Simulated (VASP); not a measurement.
# CoPdO2 (R-3m) in VASP: single point with PBE

Aim: the single point of CoPdO2 with PBE.

Program: VASP 6.6.1. These are calculated values, not measurements. Logs are shortened: lines on timing, memory, paths and dates and some standing lists are left out, and cuts for length are marked.

**1. The cell of the first run**

The structure is trigonal, space group R-3m (No. 166). The conventional cell has a = 2.831 Å, b = 2.831 Å, c = 17.746 Å, α = 90.00°, β = 90.00°, γ = 120.00°. Within 2.5 Å of Co (site symmetry -3m) lie 6 O at 1.90 Å. Pd (site symmetry -3m) has 2 O at 2.00 Å within 2.6 Å. O (site symmetry 3m) has 3 Co at 1.90 Å and 1 Pd at 2.00 Å within 2.5 Å.

**2. Single point, PBE**

Input file INCAR:

```
SYSTEM = CoPdO2
  PREC = Accurate
  ENCUT = 520
  EDIFF = 1E-7
  ISMEAR = 1
  SIGMA = 0.2
  LREAL = .False.
  LASPH = .True.
  NELM = 100
  ALGO = Normal
  ISIF = 2
  LWAVE = .False.
  LCHARG = .False.
  GGA = PE
  NBANDS = 24
```

Input file KPOINTS:

```
Automatic mesh
0
Gamma
  8 8 8
  0 0 0
```

Input file POSCAR:

```
CoPdO2
1.0
    1.4153000000      0.8171238360      5.9153333333
   -1.4153000000      0.8171238360      5.9153333333
    0.0000000000     -1.6342476720      5.9153333333
Co Pd O
1 1 2
Direct
    0.5000000000      0.5000000000      0.5000000000
    0.0000000000      0.0000000000      0.0000000000
    0.8874637042      0.8874637042      0.8874637042
    0.1125362958      0.1125362958      0.1125362958
```

Potentials or basis: VASP PAW PBE potentials, release 64 (Co, Pd, O).

Run with:

```bash
cat potpaw_PBE.64/Co/POTCAR potpaw_PBE.64/Pd/POTCAR potpaw_PBE.64/O/POTCAR > POTCAR
mpirun -np 1 vasp_std > vasp.out
```

OUTCAR:

```text
SYSTEM = CoPdO2
   PREC = Accurate
   ENCUT = 520
   EDIFF = 1E-7
   ISMEAR = 1
   LREAL = .False.
   LASPH = .True.
   NELM = 100
   ISIF = 2
   GGA = PE

 ion  position               nearest neighbor table
   1  0.500  0.500  0.500-   4 1.90   4 1.90   3 1.90   3 1.90   4 1.90   3 1.90
   2  0.000  0.000  0.000-   3 2.00   4 2.00
   3  0.887  0.887  0.887-   1 1.90   1 1.90   1 1.90   2 2.00
   4  0.113  0.113  0.113-   1 1.90   1 1.90   1 1.90   2 2.00

  LATTYP: Found a trigonal (rhomboedric) cell.
 ALAT       =     6.1369319613
 COS(alpha) =     0.8936287183

  Lattice vectors:

 A1 = (   1.4153000000,   0.8171238360,   5.9153333333)
 A2 = (  -1.4153000000,   0.8171238360,   5.9153333333)
 A3 = (   0.0000000000,  -1.6342476720,   5.9153333333)

Analysis of symmetry for initial positions (statically):
=====================================================================
 Subroutine PRICEL returns:
 Original cell was already a primitive cell.

 Routine SETGRP: Setting up the symmetry group for a
 trigonal (rhombohedral) supercell.

 Subroutine GETGRP returns: Found 12 space group operations
 (whereof 12 operations were pure point group operations)
 out of a pool of 12 trial point group operations.

The static configuration has the point symmetry D_3d.

Analysis of symmetry for dynamics (positions and initial velocities):
=====================================================================
 Subroutine PRICEL returns:
 Original cell was already a primitive cell.

 Routine SETGRP: Setting up the symmetry group for a
 trigonal (rhombohedral) supercell.

 Subroutine GETGRP returns: Found 12 space group operations
 (whereof 12 operations were pure point group operations)
 out of a pool of 12 trial point group operations.

The dynamic configuration has the point symmetry D_3d.

 Subroutine INISYM returns: Found 12 space group operations
 (whereof 12 operations are pure point group operations),
 and found     1 'primitive' translations

----------------------------------------------------------------------------------------

                                     Primitive cell

  volume of cell :      41.0456

  direct lattice vectors                    reciprocal lattice vectors
     1.415300000  0.817123836  5.915333333     0.353281990  0.203967452  0.056350727
    -1.415300000  0.817123836  5.915333333    -0.353281990  0.203967452  0.056350727
     0.000000000 -1.634247672  5.915333333     0.000000000 -0.407934904  0.056350727

  length of vectors
     6.136931961  6.136931961  6.136931961     0.411808560  0.411808560  0.411808560

  position of ions in fractional coordinates (direct lattice)
     0.500000000  0.500000000  0.500000000
     0.000000000  0.000000000  0.000000000
     0.887463704  0.887463704  0.887463704
     0.112536296  0.112536296  0.112536296

  ion indices of the primitive-cell ions
   primitive index   ion index
                 1           1
                 2           2
                 3           3
                 4           4

----------------------------------------------------------------------------------------

 KPOINTS: Automatic mesh

Automatic generation of k-mesh.
 Grid dimensions read from file:
 generate k-points for:    8    8    8

 Generating k-lattice:

  Cartesian coordinates                     Fractional coordinates (reciprocal lattice)
     0.044160249  0.025495931  0.007043841     0.125000000  0.000000000  0.000000000
    -0.044160249  0.025495931  0.007043841     0.000000000  0.125000000  0.000000000
     0.000000000 -0.050991863  0.007043841     0.000000000  0.000000000  0.125000000

  Length of vectors
     0.051476070  0.051476070  0.051476070

  Shift w.r.t. Gamma in fractional coordinates (k-lattice)
     0.000000000  0.000000000  0.000000000

 Subroutine IBZKPT returns following result:
 ===========================================

 Found     65 irreducible k-points:

 Following reciprocal coordinates:
            Coordinates               Weight
  0.000000  0.000000  0.000000      1.000000
  0.125000 -0.000000  0.000000      6.000000
  0.250000 -0.000000  0.000000      6.000000
  0.375000  0.000000  0.000000      6.000000
  0.500000 -0.000000  0.000000      3.000000
  0.125000  0.125000  0.000000      6.000000
[... 16 lines left out ...]
  0.250000  0.125000  0.125000      6.000000
  0.375000  0.125000  0.125000      6.000000
 [... further k-points ...]
   k-points           NKPTS =     65   k-points in BZ     NKDIM =     65   number of bands    NBANDS=     24
   number of dos      NEDOS =    301   number of ions     NIONS =      4
   total plane-waves  NPLWV = 110592
   dimension x,y,z NGX =    48 NGY =   48 NGZ =   48
   dimension x,y,z NGXF=    96 NGYF=   96 NGZF=   96
   ions per type =               1   1   2
   NGX,Y,Z   is equivalent  to a cutoff of  13.00, 13.00, 13.00 a.u.
   NGXF,Y,Z  is equivalent  to a cutoff of  26.01, 26.01, 26.01 a.u.
 SYSTEM =  CoPdO2
   PREC   = accura    normal or accurate (medium, high low for compatibility)
   ISTART =      0    job   : 0-new  1-cont  2-samecut
   ICHARG =      2    charge: 1-file 2-atom 10-const
   ISPIN  =      1    spin polarized calculation?
   LNONCOLLINEAR =      F non collinear calculations
   LSORBIT =      F    spin-orbit coupling
   LASPH  =      T    aspherical Exc in radial PAW
   ENCUT  =  520.0 eV  38.22 Ry    6.18 a.u.  11.41 11.41 11.41*2*pi/ulx,y,z
   NELM   =    100;   NELMIN=  2; NELMDL= -5     # of ELM steps
   EDIFF  = 0.1E-06   stopping-criterion for ELM
   LREAL  =      F    real-space projection
   EDIFFG = 0.1E-05   stopping-criterion for IOM
   NSW    =      0    number of steps for IOM
   IBRION =     -1    ionic relax: 0-MD 1-quasi-New 2-CG
   NFREE  =      0    steps in history (QN), initial steepest desc. (CG)
   ISIF   =      2    stress and relaxation
   ISYM   =      2    0-nonsym 1-usesym 2-fastsym
   POTIM  = 0.5000    time-step for ionic-motion
   TEBEG  =    0.0;   TEEND  =   0.0 temperature during run
   PSTRESS=    0.0 pullay stress
   NELECT =      31.0000    total number of electrons
   NUPDOWN=      -1.0000    fix difference up-down
   EMIN   =  10.00;   EMAX   =-10.00  energy-range for DOS
   EFERMI =   0.00;   METHOD = LEGACY
   ISMEAR =     1;   SIGMA  =   0.20  broadening in eV -4-tet -1-fermi 0-gaus
   EFERMI_NEDOS =   21; number of points for ismear=-14 and -15
   IALGO  =     38    algorithm
   IMIX   =      4    mixing-type and parameters
     AMIX     =   0.40;   BMIX     =  1.00
     AMIX_MAG =   1.60;   BMIX_MAG =  1.00
  volume/ion in A,a.u.               =      10.26        69.25
  Fermi-wavevector in a.u.,A,eV,Ry     =   1.490870  2.817336 30.241579  2.222693
  Thomas-Fermi vector in A             =   2.603597
   LORBIT       =      0    0 simple, 1 ext, 2 COOP (PROOUT), +10 PAW based schemes
   GGA     = PE    functional components
   LHFCALC =     F    Hartree Fock is set to
   AEXX    =    0.0000 exact exchange contribution
   IVDW    =     0    specifies the selected vdW correction
   LEPSILON=     F    determine dielectric tensor
   LRPA    =     F    only Hartree local field effects (RPA)
 non-spin polarized calculation
 Methfessel and Paxton  Order N= 1 SIGMA  =   0.20
  energy-cutoff  :      520.00
  volume of cell :       41.05
 maximum number of plane-waves:      1122
 NGX is ok and might be reduce to    48
   NGX = 23   NGY = 23   NGZ = 23

 number of electron      31.0000004 magnetization

 Free energy of the ion-electron system (eV)
  ---------------------------------------------------
  ext. energy  EPLUGINS =         0.00000000
  ---------------------------------------------------
  free energy    TOTEN  =       -25.54926692 eV

  energy without entropy =      -25.54215212  energy(sigma->0) =      -25.54689532

 E-fermi :   7.7404     XC(G=0): -12.4891

 val. band max:        7.7149252142   @ k =  -0.3750  -0.3750   0.2500
 cond. band min:       8.0893358630   @ k =   0.5000   0.5000   0.0000
 fundamental gap:      0.3744106488
 Fermi energy:         7.7403672009

 k-point     1 :       0.0000    0.0000    0.0000
  band No.  band energies     occupation
      1     -13.1263      2.00000
      2     -11.2109      2.00000
      3      -0.6988      2.00000
      4       1.7776      2.00000
      5       1.7776      2.00000
      6       2.7985      2.00000
[... 16 lines left out ...]
     23      25.2686      0.00000
     24      25.8759      0.00000

 k-point     2 :       0.1250   -0.0000    0.0000
  band No.  band energies     occupation
      1     -12.9467      2.00000
      2     -11.2000      2.00000
      3      -0.4987      2.00000
      4       1.3856      2.00000
      5       1.8706      2.00000
      6       3.0622      2.00000
[... 16 lines left out ...]
     23      24.2605      0.00000
     24      24.5965      0.00000

 k-point     3 :       0.2500   -0.0000    0.0000
  band No.  band energies     occupation
      1     -12.4742      2.00000
      2     -11.1871      2.00000
      3      -0.0117      2.00000
      4       0.8343      2.00000
      5       2.0970      2.00000
      6       2.4178      2.00000
[... 16 lines left out ...]
     23      22.2842      0.00000
     24      22.6618      0.00000
[... 514 lines left out ...]
 k-point    23 :       0.2500    0.1250    0.1250
  band No.  band energies     occupation
      1     -12.9136      2.00000
      2     -11.2542      2.00000
      3      -0.3066      2.00000
      4       1.3789      2.00000
      5       1.9017      2.00000
      6       3.0669      2.00000
[... 16 lines left out ...]
     23      24.1274      0.00000
     24      24.9444      0.00000

 k-point    24 :       0.3750    0.1250    0.1250
  band No.  band energies     occupation
      1     -12.4278      2.00000
      2     -11.2535      2.00000
      3       0.1990      2.00000
      4       0.8742      2.00000
      5       2.1521      2.00000
      6       2.3218      2.00000
[... 16 lines left out ...]
     23      22.0451      0.00000
     24      22.9669      0.00000

 [... further k-points ...]

------------------------ aborting loop because EDIFF is reached ----------------------------------------

  FORCE on cell =-STRESS in cart. coord.  units (eV):
  Direction    XX          YY          ZZ          XY          YZ          ZX
  --------------------------------------------------------------------------------------
  -------------------------------------------------------------------------------------
  Total        1.5287069      1.5287069      1.5359886      0.0000000     -0.0000000      0.0000000
  in kB       59.6716349     59.6716349     59.9558715      0.0000000     -0.0000000      0.0000000
  external PRESSURE =      59.7663804 kB  Pullay stress =       0.0000000 kB

 VOLUME and BASIS-vectors are now :
 -----------------------------------------------------------------------------
  energy-cutoff  :      520.00
  volume of cell :       41.05
      direct lattice vectors                 reciprocal lattice vectors
     1.415300000  0.817123836  5.915333333     0.353281990  0.203967452  0.056350727
    -1.415300000  0.817123836  5.915333333    -0.353281990  0.203967452  0.056350727
     0.000000000 -1.634247672  5.915333333     0.000000000 -0.407934904  0.056350727

 POSITION                                       TOTAL-FORCE (eV/Angst)
 -----------------------------------------------------------------------------------
      0.00000      0.00000      8.87300         0.000000     -0.000000      0.000000
      0.00000      0.00000      0.00000        -0.000000      0.000000      0.000000
      0.00000      0.00000     15.74893        -0.000000      0.000000      0.051938
      0.00000      0.00000      1.99707        -0.000000     -0.000000     -0.051938
 -----------------------------------------------------------------------------------
    total drift:                               -0.000000     -0.000000     -0.000000

  FREE ENERGIE OF THE ION-ELECTRON SYSTEM (eV)
  ---------------------------------------------------
  free  energy   TOTEN  =       -25.5492669177 eV

  energy  without entropy=      -25.5421521190  energy(sigma->0) =      -25.54689532
```

Run time: 3.9 min. Hardware: 1 thread of AMD EPYC 9R45 (Zen 5), shared host; peak memory 0.32 GiB.

What came out:

```yaml
Free_energy: -25.5493 eV
Pressure: 6.0 GPa
Largest_force: 0.052 eV/Å
```

Forces in eV/Å, atoms in the order of the input:
```
Co   0.000  0.000  0.000
Pd   0.000  0.000  0.000
O    0.000  0.000  0.052
O    0.000  0.000 -0.052
```

Caveat: an odd number of electrons without spin polarisation forces a metal; a magnetic or distorted state may lie lower; the run has no spin polarisation, though such a crystal can be magnetic; semilocal functionals often make such compounds metallic where correlation or magnetic order opens a gap, which also shifts bond lengths.
